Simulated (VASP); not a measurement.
The system is Zn.

```
Zn
1.0
     2.67000    0.00000    0.00000
    -1.33500    2.31229    0.00000
     0.00000    0.00000    4.96600
Zn
2
Direct
  0.33333 0.66667 0.25000
  0.66667 0.33333 0.75000
```

| Quantity | Value |
| --- | --- |
| Program | VASP 6.6.1 |
| Task | relaxation of cell and atoms |
| Functional | LDA |
| Potentials or basis | VASP PAW LDA potentials, release 64 (Zn) |
| Cutoff | 600 eV |
| k mesh | 7 × 7 × 4 |
| Occupations | gaussian, width 0.1 eV |
| Spin | no spin polarisation |

At the start: pressure -9.1 GPa; volume 15.33 Å³/atom.

**Question.** Where does the relaxation end?

**Answer.** Over 8 steps the energy falls by 53.8 meV/atom and the volume is 13.67 Å³/atom (-10.8 %); space group P6_3/mmc (No. 194, to 0.1 Å) before and after.

The path:
| step | energy change (eV) | largest force (eV/Å) | pressure (GPa) | volume (Å³) |
| --- | --- | --- | --- | --- |
| 1 | 0.0000 | 0.0000 | -9.14 | 30.66 |
| 2 | -0.1021 | 0.0000 | 2.09 | 26.94 |
| 3 | -0.1061 | 0.0000 | -0.14 | 27.47 |
| 4 | -0.1060 | 0.0000 | -0.43 | 27.53 |
| 5 | -0.1074 | 0.0000 | -0.29 | 27.44 |
| 6 | -0.1076 | 0.0000 | -0.21 | 27.39 |
| 7 | -0.1076 | 0.0000 | 0.11 | 27.31 |
| 8 | -0.1076 | 0.0000 | 0.00 | 27.34 |

Final structure:
```xyz
2
Lattice="2.5668 0.0000 0.0000 -1.2834 2.2229 0.0000 0.0000 0.0000 4.7916" Properties=species:S:1:pos:R:3 pbc="T T T"
Zn    0.0000    1.4819    1.1979
Zn    1.2834    0.7410    3.5937
```

Caveat: the k points lie up to 0.40 Å⁻¹ apart in the final cell, too coarse for converged energies and pressures of a metal.
